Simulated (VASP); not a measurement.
Here is a VASP 6.6.1 calculation.

File POSCAR:

```
Rh
1.0
    0.0000000000      1.8851123679      1.8851123679
    1.8851123679      0.0000000000      1.8851123679
    1.8851123679      1.8851123679      0.0000000000
Rh
1
Direct
    0.0000000000      0.0000000000      0.0000000000
```

The input INCAR.step1:

```
SYSTEM = Rh
ALGO = Normal
EDIFF = 1E-4
ENCUT = 520
GGA = PE
ISMEAR = -1
LASPH = .True.
LCHARG = .False.
LREAL = .False.
LWAVE = .True.
NBANDS = 14
NELM = 100
PREC = Accurate
SIGMA = 0.05
```

File INCAR.step2:

```
SYSTEM = Rh
ALGO = Normal
EDIFF = 1E-6
ENCUT = 520
ISIF = 2
ISMEAR = -1
ISTART = 1
LASPH = .True.
LCHARG = .True.
LELF = .True.
LMIXTAU = .True.
LREAL = .False.
LVHAR = .True.
LWAVE = .False.
METAGGA = R2SCAN
NBANDS = 14
NELM = 100
PREC = Accurate
SIGMA = 0.05
```

The input KPOINTS:

```
k-points
0
Gamma
  12 12 12
  0 0 0
```

Potentials or basis: VASP PAW PBE potentials, release 64 (Rh_pv).

Command:

```bash
$ cat potpaw_PBE.64/Rh_pv/POTCAR > POTCAR
$ cp INCAR.step1 INCAR
$ mpirun -np 1 vasp_std > vasp.out
$ cp INCAR.step2 INCAR
$ mpirun -np 1 vasp_std > vasp.out
```

Question: What does it give for the pressure?

Answer: 8.3 GPa.

Caveat: the PAW data sets were made with another functional, which shifts forces and pressure a little.
